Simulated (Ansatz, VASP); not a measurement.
# TiSi2 in VASP and in Ansatz

File INCAR:

```
SYSTEM = TiSi2
PREC = Accurate
ENCUT = 520
EDIFF = 1E-7
ISMEAR = -1
SIGMA = 0.05
LREAL = .FALSE.
LASPH = .TRUE.
NELM = 100
ALGO = Normal
ISIF = 2
LWAVE = .FALSE.
LCHARG = .TRUE.
GGA = PE
LELF = .TRUE.
LVHAR = .TRUE.
NBANDS = 29
```

File KPOINTS:

```
Automatic mesh
0
G
  7 7 7
  0 0 0
```

The input POSCAR:

```
TiSi2
1.0
    0.0000000000      4.0898811360      4.2342869207
    2.3734744776      0.0000000000      4.2342869207
    2.3734744776      4.0898811360      0.0000000000
Ti Si
2 4
Direct
    0.7500000000      0.7500000000      0.7500000000
    0.5000000000      0.5000000000      0.5000000000
    0.4125656100      0.0874343900      0.4125656100
    0.0874343900      0.4125656100      0.0874343900
    0.1625656100      0.8374343900      0.1625656100
    0.8374343900      0.1625656100      0.8374343900
```

Contents of input.yaml:

```yaml
crystal:
  lattice:
    - [0.0, 4.089881136, 4.2342869207]
    - [2.3734744776, 0.0, 4.2342869207]
    - [2.3734744776, 4.089881136, 0.0]
  atoms:
    - { symbol: Ti, position: [0.75, 0.75, 0.75] }
    - { symbol: Ti, position: [0.5, 0.5, 0.5] }
    - { symbol: Si, position: [0.41256561, 0.08743439, 0.41256561] }
    - { symbol: Si, position: [0.08743439, 0.41256561, 0.08743439] }
    - { symbol: Si, position: [0.16256561, 0.83743439, 0.16256561] }
    - { symbol: Si, position: [0.83743439, 0.16256561, 0.83743439] }
kpoints:
  mp_grid: { grid: [7, 7, 7] }
scf:
  occupations: { method: fermi_dirac, width: 0.05 }
hamiltonian:
  xc: pbe
  pseudopotentials: { kind: all_electron, lapw: { basis_error: 0.001 } }
output:
  forces: true
  stress: true
  eigenvalues: true
```

Change from the starting cell: volume scaled by 0.98.

Alike in both runs: task single point; functional PBE; k mesh 7 × 7 × 7; occupations fermi-dirac, width 0.05 eV; no spin polarisation.

|  | VASP | Ansatz |
| --- | --- | --- |
| version | VASP 6.6.1 | Ansatz 0.2.0 |
| potentials or method | VASP PAW PBE potentials, release 64 (Ti_sv, Si), cutoff 520 eV | all-electron LAPW, scalar-relativistic |

VASP gave:

```
gap on the k mesh at the Fermi level (eV)                     : none
pressure (GPa)                                                : 5.2
traceless stress, the component that is largest in VASP (GPa) : -1.79
rms of the force components (eV/Å)                            : 0.015
```

Which values does Ansatz return?

gap on the k mesh at the Fermi level (eV): none; pressure (GPa): 5.3; traceless stress, the component that is largest in VASP (GPa): -1.80; rms of the force components (eV/Å): 0.015.

Atom by atom the forces differ by 0.000 eV/Å (rms over components). A gap of «none» marks a metal or a gap that the smearing closes. Ansatz ran all-electron here, and VASP with PAW potentials.
